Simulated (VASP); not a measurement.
# Si4BW (P4/m) in VASP: relaxation of cell and atoms with PBE

Aim: the relaxation of cell and atoms of Si4BW with PBE.

Everything below comes from runs of VASP 6.6.1. Logs are shortened: lines on timing, memory, paths and dates and some standing lists are left out, and cuts for length are marked.

**1. The cell of the first run**

It takes space group P4/m (No. 83, tetragonal). The conventional cell has a = 5.679 Å, b = 5.679 Å, c = 2.675 Å, α = 90.00°, β = 90.00°, γ = 90.00°. Within 2.8 Å of Si (site symmetry m) lie 1 B at 2.13 Å and 3 Si at 2.39 to 2.68 Å and 2 W at 2.58 Å. B (site symmetry 4/m) has 4 Si at 2.13 Å and 2 B at 2.68 Å within 2.8 Å. Within 3.4 Å of W (site symmetry 4/m) lie 8 Si at 2.58 Å and 2 W at 2.68 Å.

**2. Relaxation of cell and atoms, PBE**

INCAR reads:

```
SYSTEM = Si4BW
PREC = Accurate
ENCUT = 600
EDIFF = 1E-7
ISMEAR = 0
SIGMA = 0.1
LREAL = .FALSE.
LASPH = .TRUE.
NELM = 80
ALGO = Normal
ISIF = 3
LWAVE = .FALSE.
LCHARG = .FALSE.
GGA = PE
IBRION = 2
NSW = 100
EDIFFG = -0.01
```

KPOINTS reads:

```
Automatic mesh
0
G
  8 8 14
  0 0 0
```

POSCAR reads:

```
Si4BW
1.0
    5.6789668778      0.0000000000      0.0000000000
    0.0000000000      5.6789668778      0.0000000000
    0.0000000000      0.0000000000      2.6752544294
Si B W
4 1 1
Direct
    0.8568217447      0.3458471632      0.0000000000
    0.1431782553      0.6541528368      0.0000000000
    0.3458471632      0.1431782553      0.0000000000
    0.6541528368      0.8568217447      0.0000000000
    0.0000000000      0.0000000000      0.0000000000
    0.5000000000      0.5000000000      0.5000000000
```

Potentials or basis: VASP PAW PBE potentials, release 64 (Si, B, W_sv).

On the command line:

```sh
> cat potpaw_PBE.64/Si/POTCAR potpaw_PBE.64/B/POTCAR potpaw_PBE.64/W_sv/POTCAR > POTCAR
> mpirun -np 1 vasp_std > vasp.out
```

OUTCAR:

```text
SYSTEM = Si4BW
   PREC = Accurate
   ENCUT = 600
   EDIFF = 1E-7
   ISMEAR = 0
   LREAL = .FALSE.
   LASPH = .TRUE.
   NELM = 80
   ISIF = 3
   GGA = PE
   IBRION = 2
   NSW = 100
   EDIFFG = -0.01

 ion  position               nearest neighbor table
   1  0.857  0.346  0.000-   5 2.13   2 2.39   6 2.58   6 2.58   4 3.01   3 3.01   4 3.12   3 3.12

   2  0.143  0.654  0.000-   5 2.13   1 2.39   6 2.58   6 2.58   4 3.01   3 3.01   4 3.12   3 3.12

   3  0.346  0.143  0.000-   5 2.13   4 2.39   6 2.58   6 2.58   1 3.01   2 3.01   1 3.12   2 3.12

   4  0.654  0.857  0.000-   5 2.13   3 2.39   6 2.58   6 2.58   1 3.01   2 3.01   1 3.12   2 3.12

   5  0.000  0.000  0.000-   1 2.13   2 2.13   3 2.13   4 2.13
   6  0.500  0.500  0.500-   1 2.58   2 2.58   3 2.58   4 2.58   1 2.58   2 2.58   3 2.58   4 2.58

  LATTYP: Found a simple tetragonal cell.
 ALAT       =     5.6789668778
 C/A-ratio  =     0.4710811820

  Lattice vectors:

 A1 = (   5.6789668778,   0.0000000000,   0.0000000000)
 A2 = (   0.0000000000,   5.6789668778,   0.0000000000)
 A3 = (   0.0000000000,   0.0000000000,   2.6752544294)

Analysis of symmetry for initial positions (statically):
=====================================================================
 Subroutine PRICEL returns:
 Original cell was already a primitive cell.

 Routine SETGRP: Setting up the symmetry group for a
 simple tetragonal supercell.

 Subroutine GETGRP returns: Found  8 space group operations
 (whereof  8 operations were pure point group operations)
 out of a pool of 16 trial point group operations.

The static configuration has the point symmetry C_4h.

Analysis of symmetry for dynamics (positions and initial velocities):
=====================================================================
 Subroutine PRICEL returns:
 Original cell was already a primitive cell.

 Routine SETGRP: Setting up the symmetry group for a
 simple tetragonal supercell.

 Subroutine GETGRP returns: Found  8 space group operations
 (whereof  8 operations were pure point group operations)
 out of a pool of 16 trial point group operations.

The dynamic configuration has the point symmetry C_4h.

 Subroutine INISYM returns: Found  8 space group operations
 (whereof  8 operations are pure point group operations),
 and found     1 'primitive' translations

----------------------------------------------------------------------------------------

                                     Primitive cell

  volume of cell :      86.2787

  direct lattice vectors                    reciprocal lattice vectors
     5.678966878  0.000000000  0.000000000     0.176088366  0.000000000  0.000000000
     0.000000000  5.678966878  0.000000000     0.000000000  0.176088366  0.000000000
     0.000000000  0.000000000  2.675254429     0.000000000  0.000000000  0.373796223

  length of vectors
     5.678966878  5.678966878  2.675254429     0.176088366  0.176088366  0.373796223

  position of ions in fractional coordinates (direct lattice)
     0.856821745  0.345847163  0.000000000
     0.143178255  0.654152837  0.000000000
     0.345847163  0.143178255  0.000000000
     0.654152837  0.856821745  0.000000000
     0.000000000  0.000000000  0.000000000
     0.500000000  0.500000000  0.500000000

  ion indices of the primitive-cell ions
   primitive index   ion index
                 1           1
                 2           2
                 3           3
                 4           4
                 5           5
                 6           6

----------------------------------------------------------------------------------------

 KPOINTS: Automatic mesh

Automatic generation of k-mesh.
 Grid dimensions read from file:
 generate k-points for:    8    8   14

 Generating k-lattice:

  Cartesian coordinates                     Fractional coordinates (reciprocal lattice)
     0.022011046  0.000000000  0.000000000     0.125000000  0.000000000  0.000000000
     0.000000000  0.022011046  0.000000000     0.000000000  0.125000000  0.000000000
     0.000000000  0.000000000  0.026699730     0.000000000  0.000000000  0.071428571

  Length of vectors
     0.022011046  0.022011046  0.026699730

  Shift w.r.t. Gamma in fractional coordinates (k-lattice)
     0.000000000  0.000000000  0.000000000

 Subroutine IBZKPT returns following result:
 ===========================================

 Found    144 irreducible k-points:

 Following reciprocal coordinates:
            Coordinates               Weight
  0.000000  0.000000  0.000000      1.000000
  0.125000  0.000000  0.000000      4.000000
  0.250000  0.000000  0.000000      4.000000
  0.375000  0.000000  0.000000      4.000000
  0.500000  0.000000  0.000000      2.000000
  0.125000  0.125000  0.000000      4.000000
[... 16 lines left out ...]
  0.500000  0.000000  0.071429      4.000000
  0.125000  0.125000  0.071429      8.000000
 [... further k-points ...]
   k-points           NKPTS =    144   k-points in BZ     NKDIM =    144   number of bands    NBANDS=     20
   number of dos      NEDOS =    301   number of ions     NIONS =      6
   total plane-waves  NPLWV =  55296
   dimension x,y,z NGX =    48 NGY =   48 NGZ =   24
   dimension x,y,z NGXF=    96 NGYF=   96 NGZF=   48
   ions per type =               4   1   1
   NGX,Y,Z   is equivalent  to a cutoff of  14.05, 14.05, 14.91 a.u.
   NGXF,Y,Z  is equivalent  to a cutoff of  28.10, 28.10, 29.83 a.u.
 SYSTEM =  Si4BW
   PREC   = accura    normal or accurate (medium, high low for compatibility)
   ISTART =      0    job   : 0-new  1-cont  2-samecut
   ICHARG =      2    charge: 1-file 2-atom 10-const
   ISPIN  =      1    spin polarized calculation?
   LNONCOLLINEAR =      F non collinear calculations
   LSORBIT =      F    spin-orbit coupling
   LASPH  =      T    aspherical Exc in radial PAW
   ENCUT  =  600.0 eV  44.10 Ry    6.64 a.u.  11.34 11.34  5.34*2*pi/ulx,y,z
   NELM   =     80;   NELMIN=  2; NELMDL= -5     # of ELM steps
   EDIFF  = 0.1E-06   stopping-criterion for ELM
   LREAL  =      F    real-space projection
   EDIFFG = -.1E-01   stopping-criterion for IOM
   NSW    =    100    number of steps for IOM
   IBRION =      2    ionic relax: 0-MD 1-quasi-New 2-CG
   NFREE  =      1    steps in history (QN), initial steepest desc. (CG)
   ISIF   =      3    stress and relaxation
   ISYM   =      2    0-nonsym 1-usesym 2-fastsym
   POTIM  = 0.5000    time-step for ionic-motion
   TEBEG  =    0.0;   TEEND  =   0.0 temperature during run
   PSTRESS=    0.0 pullay stress
   NELECT =      33.0000    total number of electrons
   NUPDOWN=      -1.0000    fix difference up-down
   EMIN   =  10.00;   EMAX   =-10.00  energy-range for DOS
   EFERMI =   0.00;   METHOD = LEGACY
   ISMEAR =     0;   SIGMA  =   0.10  broadening in eV -4-tet -1-fermi 0-gaus
   EFERMI_NEDOS =   21; number of points for ismear=-14 and -15
   IALGO  =     38    algorithm
   IMIX   =      4    mixing-type and parameters
     AMIX     =   0.40;   BMIX     =  1.00
     AMIX_MAG =   1.60;   BMIX_MAG =  1.00
  volume/ion in A,a.u.               =      14.38        97.04
  Fermi-wavevector in a.u.,A,eV,Ry     =   1.188351  2.245659 19.213863  1.412179
  Thomas-Fermi vector in A             =   2.324483
   LORBIT       =      0    0 simple, 1 ext, 2 COOP (PROOUT), +10 PAW based schemes
   GGA     = PE    functional components
   LHFCALC =     F    Hartree Fock is set to
   AEXX    =    0.0000 exact exchange contribution
   IVDW    =     0    specifies the selected vdW correction
   LEPSILON=     F    determine dielectric tensor
   LRPA    =     F    only Hartree local field effects (RPA)
 conjugate gradient relaxation of ions
 non-spin polarized calculation
 Gauss-broadening in eV      SIGMA  =   0.10
  energy-cutoff  :      600.00
  volume of cell :       86.28
 maximum number of plane-waves:      2904
 NGX is ok and might be reduce to    48
   NGX = 23   NGY = 23   NGZ = 11

--------------------------------------- Ionic step        1  -------------------------------------------

 number of electron      33.0000002 magnetization

 Free energy of the ion-electron system (eV)
  ---------------------------------------------------
  ext. energy  EPLUGINS =         0.00000000
  ---------------------------------------------------
  free energy    TOTEN  =       -39.86280968 eV

  energy without entropy =      -39.85035605  energy(sigma->0) =      -39.85658287

------------------------ aborting loop because EDIFF is reached ----------------------------------------

  FORCE on cell =-STRESS in cart. coord.  units (eV):
  Direction    XX          YY          ZZ          XY          YZ          ZX
  --------------------------------------------------------------------------------------
  -------------------------------------------------------------------------------------
  Total       -0.2097011     -0.2097011      0.3219029      0.0000001      0.0000000      0.0000000
  in kB       -3.8941039     -3.8941039      5.9776675      0.0000021      0.0000000      0.0000000
  external PRESSURE =      -0.6035134 kB  Pullay stress =       0.0000000 kB
[... 105 lines left out ...]
  energy  without entropy=      -39.8532068795  energy(sigma->0) =      -39.85953181

--------------------------------------- Ionic step        4  -------------------------------------------

 number of electron      33.0000003 magnetization

 Free energy of the ion-electron system (eV)
  ---------------------------------------------------
  ext. energy  EPLUGINS =         0.00000000
  ---------------------------------------------------
  free energy    TOTEN  =       -39.86615551 eV

  energy without entropy =      -39.85355746  energy(sigma->0) =      -39.85985648

 E-fermi :   8.8047     XC(G=0): -11.3329

 val. band max:        8.7929680593   @ k =   0.3750   0.3750   0.4286
 cond. band min:       8.8139699708   @ k =   0.3750   0.1250   0.4286
 fundamental gap:      0.0210019115
 Fermi energy:         8.8047331728

 k-point     1 :       0.0000    0.0000    0.0000
  band No.  band energies     occupation
      1     -64.7631      2.00000
      2     -29.0672      2.00000
      3     -29.0672      2.00000
      4     -28.5807      2.00000
      5      -4.2473      2.00000
      6      -0.6360      2.00000
[... 12 lines left out ...]
     19      12.2860      0.00000
[... 513 lines left out ...]
      4     -28.6399      2.00000
      5      -4.0009      2.00000
      6      -0.9989      2.00000
[... 12 lines left out ...]
     19      11.7831      0.00000
     20      12.0678      0.00000

 [... further k-points ...]

------------------------ aborting loop because EDIFF is reached ----------------------------------------

  FORCE on cell =-STRESS in cart. coord.  units (eV):
  Direction    XX          YY          ZZ          XY          YZ          ZX
  --------------------------------------------------------------------------------------
  -------------------------------------------------------------------------------------
  Total        0.0416784      0.0416784     -0.0085007      0.0000001      0.0000000     -0.0000000
  in kB        0.7755903      0.7755903     -0.1581886      0.0000022      0.0000000     -0.0000000
  external PRESSURE =       0.4643307 kB  Pullay stress =       0.0000000 kB
[... 21 lines left out ...]
  FREE ENERGIE OF THE ION-ELECTRON SYSTEM (eV)
  ---------------------------------------------------
  free  energy   TOTEN  =       -39.8661555078 eV

  energy  without entropy=      -39.8535574551  energy(sigma->0) =      -39.85985648

 reached required accuracy - stopping structural energy minimisation
```

Wall time 15 min (1 thread of Intel Xeon 8259CL, shared host); peak memory 0.46 GiB.

Results:

```
Free energy                           : -39.8662 eV
Relaxed volume                        : 14.35 Å³/atom
Relaxed cell                          : a = 5.670 Å, b = 5.670 Å, c = 2.678 Å, α = 90.00°, β = 90.00°, γ = 90.00°
Space group after relaxing (to 0.1 Å) : P4/m (No. 83)
Energy gained by relaxing             : 0.6 meV/atom
Ionic steps                           : 4
Pressure after relaxing               : 0.0 GPa
Largest force after relaxing          : 0.008 eV/Å
Band gap on the k mesh                : zero (an odd number of electrons rules out a gap without spin polarisation)
```

Forces in eV/Å, atoms in the order of the input:
```
Si   0.002 -0.008  0.000
Si  -0.002  0.008  0.000
Si  -0.008 -0.002  0.000
Si   0.008  0.002  0.000
B    0.000  0.000  0.000
W    0.000  0.000  0.000
```

Step by step:
| step | energy change (eV) | largest force (eV/Å) | pressure (GPa) | volume (Å³) |
| --- | --- | --- | --- | --- |
| 1 | 0.0000 | 0.1513 | -0.06 | 86.28 |
| 2 | -0.0030 | 0.0309 | -0.10 | 86.21 |
| 3 | -0.0030 | 0.0291 | -0.09 | 86.21 |
| 4 | -0.0033 | 0.0081 | 0.05 | 86.10 |

Final structure:
```
CELL_PARAMETERS angstrom
5.66957 0.00000 0.00000
0.00000 5.66957 0.00000
0.00000 0.00000 2.67848
ATOMIC_POSITIONS crystal
Si 0.85811 0.34487 0.00000
Si 0.14189 0.65513 0.00000
Si 0.34487 0.14189 0.00000
Si 0.65513 0.85811 0.00000
B 0.00000 0.00000 0.00000
W 0.50000 0.50000 0.50000
```

Caveat: spin-orbit coupling is left out, which moves the levels of the heavy elements.
